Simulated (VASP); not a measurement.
Here is a VASP 6.6.1 calculation.

File POSCAR:

```
CdS
1.0
    4.1647060644      0.0000000000      0.0000000000
   -2.0823530322      3.6067412511      0.0000000000
    0.0000000000      0.0000000000      6.7678927443
Cd S
2 2
Direct
    0.3333333333      0.6666666667     -0.0091813851
    0.6666666667      0.3333333333      0.4908186149
    0.3333333333      0.6666666667      0.3861813851
    0.6666666667      0.3333333333      0.8861813851
```

Contents of INCAR.step1:

```
  ALGO = Normal
  EDIFF = 1E-4
  ENCUT = 520
  GGA = PE
  ISMEAR = 0
  LASPH = T
  LCHARG = F
  LREAL = F
  LWAVE = T
  NBANDS = 26
  NELM = 60
  PREC = Accurate
  SIGMA = 0.01
```

The input INCAR.step2:

```
  ALGO = Normal
  EDIFF = 1E-7
  ENCUT = 520
  ISIF = 2
  ISMEAR = 0
  ISTART = 1
  LASPH = T
  LCHARG = F
  LMIXTAU = T
  LREAL = F
  LWAVE = F
  METAGGA = R2SCAN
  NBANDS = 26
  NELM = 60
  PREC = Accurate
  SIGMA = 0.01
```

KPOINTS

```
k-points
0
Gamma
  9 9 4
```

Potentials or basis: VASP PAW PBE potentials, release 64 (Cd, S).

Launch:

```bash
$ cat potpaw_PBE.64/Cd/POTCAR potpaw_PBE.64/S/POTCAR > POTCAR
$ cp INCAR.step1 INCAR
$ mpirun -np 1 vasp_std > vasp.out
$ cp INCAR.step2 INCAR
$ mpirun -np 1 vasp_std > vasp.out
```

(1) Predict the largest force.

(2) Predict the pressure.

## Answers

(1) 0.434 eV/Å.

(2) 0.6 GPa.

Caveat: the PAW data sets were made with another functional, which shifts forces and pressure a little.
